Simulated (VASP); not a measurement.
# BaIr3 (Pm-3m) in VASP: a series of runs, part 2 of 2

VASP 6.6.1. The steps go on from the part before.

## Step 3: Single point, PBE (volume scaled by 1.100)

INCAR

```
SYSTEM = BaIr3
ALGO = Normal
EDIFF = 1E-7
ENCUT = 520
GGA = PE
ISIF = 2
ISMEAR = 0
LASPH = .TRUE.
LCHARG = .FALSE.
LREAL = .FALSE.
LWAVE = .FALSE.
NBANDS = 26
NELM = 100
PREC = Accurate
SIGMA = 0.05
```

KPOINTS

```
k-points
0
G
  8 8 8
  0 0 0
```

POSCAR

```
BaIr3
1.0
    4.3573576296      0.0000000000      0.0000000000
    0.0000000000      4.3573576296      0.0000000000
    0.0000000000      0.0000000000      4.3573576296
Ba Ir
1 3
Direct
    0.0000000000      0.0000000000      0.0000000000
    0.0000000000      0.5000000000      0.5000000000
    0.5000000000      0.5000000000      0.0000000000
    0.5000000000      0.0000000000      0.5000000000
```

Potentials or basis: VASP PAW PBE potentials, release 64 (Ba_sv, Ir).

On the command line:

```sh
$ cat potpaw_PBE.64/Ba_sv/POTCAR potpaw_PBE.64/Ir/POTCAR > POTCAR
$ mpirun -np 1 vasp_std > vasp.out
```

OUTCAR:

```text
SYSTEM = BaIr3
   EDIFF = 1E-7
   ENCUT = 520
   GGA = PE
   ISIF = 2
   ISMEAR = 0
   LASPH = .TRUE.
   LREAL = .FALSE.
   NELM = 100
   PREC = Accurate

 ion  position               nearest neighbor table
   1  0.000  0.000  0.000-   2 3.08   3 3.08   4 3.08   2 3.08   4 3.08   2 3.08   3 3.08   2 3.08
                             3 3.08   4 3.08   4 3.08   3 3.08
   2  0.000  0.500  0.500-   1 3.08   3 3.08   4 3.08   1 3.08   3 3.08   1 3.08   4 3.08   1 3.08
                             3 3.08   4 3.08   3 3.08   4 3.08
[... 901 lines left out ...]
  --------------------------------------------------------------------------------------
  -------------------------------------------------------------------------------------
  Total       -4.0472851     -4.0472851     -4.0472851      0.0000000      0.0000000      0.0000000
  in kB      -78.3799109    -78.3799109    -78.3799109      0.0000000      0.0000000      0.0000000
  external PRESSURE =     -78.3799109 kB  Pullay stress =       0.0000000 kB

 VOLUME and BASIS-vectors are now :
 -----------------------------------------------------------------------------
  energy-cutoff  :      520.00
  volume of cell :       82.73
      direct lattice vectors                 reciprocal lattice vectors
     4.357357630  0.000000000  0.000000000     0.229496884  0.000000000  0.000000000
     0.000000000  4.357357630  0.000000000     0.000000000  0.229496884  0.000000000
     0.000000000  0.000000000  4.357357630     0.000000000  0.000000000  0.229496884

 POSITION                                       TOTAL-FORCE (eV/Angst)
 -----------------------------------------------------------------------------------
      0.00000      0.00000      0.00000         0.000000      0.000000      0.000000
      0.00000      2.17868      2.17868         0.000000      0.000000      0.000000
      2.17868      2.17868      0.00000         0.000000      0.000000      0.000000
      2.17868      0.00000      2.17868         0.000000      0.000000      0.000000
 -----------------------------------------------------------------------------------
    total drift:                                0.000000     -0.000000     -0.000000

  FREE ENERGIE OF THE ION-ELECTRON SYSTEM (eV)
  ---------------------------------------------------
  free  energy   TOTEN  =       -24.6662146066 eV

  energy  without entropy=      -24.6585848241  energy(sigma->0) =      -24.66239972
```

OSZICAR:

```text
N       E                     dE             d eps       ncg     rms          rms(c)
DAV:   1     0.350804449214E+03    0.35080E+03   -0.16258E+04  1820   0.134E+03
DAV:   2    -0.705935569651E+00   -0.35151E+03   -0.33352E+03  1938   0.384E+02
DAV:   3    -0.263626567700E+02   -0.25657E+02   -0.24184E+02  2284   0.999E+01
DAV:   4    -0.276173957822E+02   -0.12547E+01   -0.12416E+01  2458   0.218E+01
DAV:   5    -0.276509133933E+02   -0.33518E-01   -0.33462E-01  2358   0.311E+00    0.173E+01
DAV:   6    -0.247629799242E+02    0.28879E+01   -0.15601E+01  2622   0.286E+01    0.547E+00
DAV:   7    -0.246866289147E+02    0.76351E-01   -0.71713E-01  2198   0.693E+00    0.447E+00
DAV:   8    -0.246693746906E+02    0.17254E-01   -0.10285E-01  2742   0.215E+00    0.905E-01
DAV:   9    -0.246662071499E+02    0.31675E-02   -0.14868E-02  2534   0.104E+00    0.243E-01
DAV:  10    -0.246662063862E+02    0.76368E-06   -0.66260E-04  1970   0.163E-01    0.373E-02
DAV:  11    -0.246662119437E+02   -0.55575E-05   -0.43533E-05  2504   0.473E-02    0.248E-02
DAV:  12    -0.246662153411E+02   -0.33974E-05   -0.34502E-06  2104   0.127E-02    0.340E-03
DAV:  13    -0.246662148396E+02    0.50156E-06   -0.52545E-07  2358   0.481E-03    0.162E-03
DAV:  14    -0.246662145801E+02    0.25941E-06   -0.62134E-08  1052   0.237E-03    0.595E-04
DAV:  15    -0.246662146066E+02   -0.26470E-07   -0.15039E-08  1020   0.129E-03
   1 F= -.24666215E+02 E0= -.24662400E+02  d E =-.762978E-02
```

stdout:

```text
POSCAR found type information on POSCAR BaIr
 POSCAR found :  2 types and       4 ions
 scaLAPACK will be used
 LDA part: xc-table for (Slater+PW92), standard interpolation
 POSCAR, INCAR and KPOINTS ok, starting setup
 FFT: planning ... GRIDC
 FFT: planning ... GRID_SOFT
 FFT: planning ... GRID
 WAVECAR not read
 entering main loop
```

Wall time 29 s (1 thread of Intel Xeon 6975P-C (Granite Rapids), shared host); peak memory 0.21 GiB.

Results:

```yaml
Free_energy: -24.6662 eV
Pressure: -7.8 GPa
```

Levels at points of the mesh, in eV from the Fermi level:
```csv
k point,band 16,band 17,band 18,band 19,band 20,band 21,band 22,band 23
"(0.00, 0.00, 0.00)",0.08,0.88,1.20,1.20,1.20,4.00,4.00,4.00
"(0.50, 0.00, 0.00)",-0.71,-0.45,-0.32,-0.32,0.26,1.20,3.45,3.45
"(0.50, 0.50, 0.00)",-0.72,-0.59,-0.59,-0.35,-0.33,0.55,2.56,2.56
"(0.50, 0.50, 0.50)",-0.67,0.28,0.90,0.90,0.90,3.10,3.10,3.10
```

Caveat: spin-orbit coupling is left out, which moves the levels of the heavy elements.

## Step 4: Single point, PBE (volume scaled by 0.945)

INCAR

```
ALGO = Normal
EDIFF = 1E-6
ENCUT = 500
GGA = PE
GGA_COMPAT = False
ISIF = 2
ISMEAR = 0
LASPH = True
LCHARG = False
LREAL = False
LWAVE = False
NBANDS = 38
NELM = 120
PREC = Accurate
SIGMA = 0.05
```

KPOINTS

```
k-points
0
Gamma
  8 8 8
```

POSCAR

```
BaIr3
1.0
    4.1422494332      0.0000000000      0.0000000000
    0.0000000000      4.1422494332      0.0000000000
    0.0000000000      0.0000000000      4.1422494332
Ba Ir
1 3
Direct
    0.0000000000      0.0000000000      0.0000000000
    0.0000000000      0.5000000000      0.5000000000
    0.5000000000      0.5000000000      0.0000000000
    0.5000000000      0.0000000000      0.5000000000
```

Potentials or basis: VASP PAW PBE potentials, release 64 (Ba_sv, Ir_sv_GW).

On the command line:

```sh
$ cat potpaw_PBE.64/Ba_sv/POTCAR potpaw_PBE.64/Ir_sv_GW/POTCAR > POTCAR
$ mpirun -np 1 vasp_std > vasp.out
```

Run time: 53 s. Hardware: 1 thread of Intel Xeon Platinum 8488C (Sapphire Rapids), shared host; peak memory 0.22 GiB.

Results (log left out):

* Free energy: -26.1831 eV
* Pressure: 11.5 GPa

Levels at points of the mesh, in eV from the Fermi level:
| k point | band 29 | band 30 | band 31 | band 32 | band 33 | band 34 |
| --- | --- | --- | --- | --- | --- | --- |
| (0.00, 0.00, 0.00) | 1.10 | 1.56 | 1.56 | 1.56 | 4.41 | 4.41 |
| (0.50, 0.00, 0.00) | -0.35 | -0.35 | -0.06 | 0.32 | 1.56 | 3.58 |
| (0.50, 0.50, 0.00) | -0.53 | -0.49 | -0.49 | -0.45 | 0.30 | 3.33 |
| (0.50, 0.50, 0.50) | -0.07 | 1.14 | 1.14 | 1.14 | 3.85 | 3.85 |

Caveat: spin-orbit coupling is left out, which moves the levels of the heavy elements.

## Step 5: The runs side by side

| potentials or basis | cell | cutoff (eV) | second run | gap on the mesh (eV) | pressure (GPa) |
| --- | --- | --- | --- | --- | --- |
| VASP PAW PBE potentials, release 64 (Ba_sv, Ir) | a = 4.317 Å, 4 atoms | 520 | - | none | -5.0 |
| VASP PAW PBE potentials, release 64 (Ba_sv, Ir) | a = 4.357 Å, 4 atoms | 520 | - | none | -7.8 |
| VASP PAW PBE potentials, release 64 (Ba_sv, Ir_sv_GW) | a = 4.142 Å, 4 atoms | 500 | valence_matched | none | 11.5 |

Alike in all rows: task single point; level PBE; no spin polarisation; k mesh 8 × 8 × 8; smearing gaussian 0.05 eV.

Caveats: spin-orbit coupling is left out, which moves the levels of the heavy elements.

Absolute energies hang on the potentials; compare differences alone.
